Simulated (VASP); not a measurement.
A run of VASP 6.6.1:

File POSCAR:

```
Hf3N2
1.0
    1.5994260774      0.9234290764      7.7548432223
   -1.5994260774      0.9234290764      7.7548432223
    0.0000000000     -1.8468581527      7.7548432223
Hf N
3 2
Direct
    0.7794186600      0.7794186600      0.7794186600
    0.2205813400      0.2205813400      0.2205813400
    0.0000000000      0.0000000000      0.0000000000
    0.6119155300      0.6119155300      0.6119155300
    0.3880844700      0.3880844700      0.3880844700
```

Contents of INCAR.step1:

```
SYSTEM = Hf3N2
PREC = Accurate
ENCUT = 520
ISMEAR = 0
SIGMA = 0.1
LREAL = .False.
LASPH = .True.
NELM = 100
NBANDS = 28
GGA = PE
ALGO = Normal
EDIFF = 1E-4
LWAVE = .True.
LCHARG = .False.
LUSENCCL = .False.
```

File INCAR.step2:

```
SYSTEM = Hf3N2
PREC = Accurate
ENCUT = 520
EDIFF = 1E-7
ISMEAR = 0
SIGMA = 0.1
LREAL = .False.
LASPH = .True.
NELM = 100
ALGO = Normal
ISIF = 2
LWAVE = .False.
LCHARG = .False.
METAGGA = R2SCAN
LMIXTAU = .True.
NBANDS = 28
ISTART = 1
LUSENCCL = .False.
```

KPOINTS

```
Automatic mesh
0
Gamma
  12 12 12
  0 0 0
```

Potentials or basis: VASP PAW PBE potentials, release 64 (Hf_pv, N).

Command:

```sh
$ cat potpaw_PBE.64/Hf_pv/POTCAR potpaw_PBE.64/N/POTCAR > POTCAR
$ cp INCAR.step1 INCAR
$ mpirun -np 1 vasp_std > vasp.out
$ cp INCAR.step2 INCAR
$ mpirun -np 1 vasp_std > vasp.out
```

Hardware: 1 × NVIDIA H100 80GB with 1 thread of Intel(R) Xeon(R) Platinum 8481C CPU @ 2.70GHz (Sapphire Rapids), on a shared host.

Q: How long does it take, and how much memory?

A: Run time: 17 min on 1 × NVIDIA H100 80GB with 1 thread of Intel(R) Xeon(R) Platinum 8481C CPU @ 2.70GHz (Sapphire Rapids), with other jobs on the host, peak memory 1.6 GiB. Counts: k points 189.
